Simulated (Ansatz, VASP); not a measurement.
## One calculation of La2O, two programs

```
La O
1.0
     3.85687    0.00000    0.00000
    -1.92843    3.34015    0.00000
     0.00000    0.00000   18.51976
La O
6 3
Direct
  0.33333 0.66667 0.08076
  0.66667 0.33333 0.25544
  0.66667 0.33333 0.91924
  0.33333 0.66667 0.74456
  0.33333 0.66667 0.42709
  0.66667 0.33333 0.57291
  0.66667 0.33333 0.12915
  0.33333 0.66667 0.87085
  0.00000 0.00000 0.00000
```

Alike in both runs: functional PBE; k mesh 5 × 5 × 1; occupations gaussian, width 0.2 eV; no spin polarisation.

Ansatz relaxed the structure, and its values are those at the end. VASP's run is a single point on that final structure, the one shown.

```csv
,VASP,Ansatz
version,VASP 6.6.1,Ansatz 0.2.0
potentials or method,"VASP PAW PBE potentials, release 64 (La, O), cutoff 520 eV","scalar-relativistic, plane waves, PAW"
valence electrons in the cell,84,84
```

```tsv
	VASP	Ansatz	Ansatz less VASP
gap on the k mesh at the Fermi level (eV)	none	none	-
pressure (GPa)	0.6	0.7	+0.08
rms of the force components (eV/Å)	0.032	0.030	-0.0017
```

A gap of «none» marks a metal or a gap that the smearing closes. With one functional, cell and mesh, what is left measures potentials, basis and numerics.

The k mesh is coarse, so the values compare programs but aren't converged. Neither program's run includes spin-orbit coupling.
